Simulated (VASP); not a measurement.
Set up this calculation in VASP 6.6.1, as the native input.

```
Task                   : single point
Functional             : LDA
Potentials or basis    : VASP PAW LDA potentials, release 64 (Cs_sv, Au, Br)
Cutoff                 : 520 eV
k mesh                 : 4 × 4 × 4
Occupations            : methfessel-paxton, width 0.2 eV
Spin                   : no spin polarisation
Dipole correction      : no
Further INCAR settings : ALGO = Normal; EDIFF = 1e-07; NBANDS = 28
```

The structure of CsAuBr3 lies in POSCAR:

```
CsAuBr3
1.0
    5.4725400000      0.0000000000      0.0000000000
    0.0000000000      5.4725400000      0.0000000000
    0.0000000000      0.0000000000      5.4725400000
Cs Au Br
1 1 3
Direct
    0.5000000000      0.5000000000      0.5000000000
    0.0000000000      0.0000000000      0.0000000000
    0.0000000000      0.0000000000      0.5000000000
    0.5000000000      0.0000000000      0.0000000000
    0.0000000000      0.5000000000      0.0000000000
```

One way to write it, as run:

INCAR

```
PREC = Accurate
ENCUT = 520
EDIFF = 1E-7
ISMEAR = 1
SIGMA = 0.2
LREAL = F
LASPH = T
NELM = 100
ALGO = Normal
ISIF = 2
LWAVE = F
LCHARG = F
NBANDS = 28
```

KPOINTS

```
regular mesh
0
Gamma
  4 4 4
```

Potentials or basis: VASP PAW LDA potentials, release 64 (Cs_sv, Au, Br).

Command:

```sh
$ cat potpaw_LDA.64/Cs_sv/POTCAR potpaw_LDA.64/Au/POTCAR potpaw_LDA.64/Br/POTCAR > POTCAR
$ mpirun -np 1 vasp_std > vasp.out
```

It gave:

* Pressure: -3.8 GPa
* Band gap on the k mesh: zero (an odd number of electrons rules out a gap without spin polarisation)

Caveat: the cell stands under tension; spin-orbit coupling is left out, which moves the levels of the heavy elements; an odd number of electrons without spin polarisation forces a metal; a magnetic or distorted state may lie lower.

Run time: 86 s on 1 thread of Intel Xeon 8259CL (shared host), peak memory 0.24 GiB.
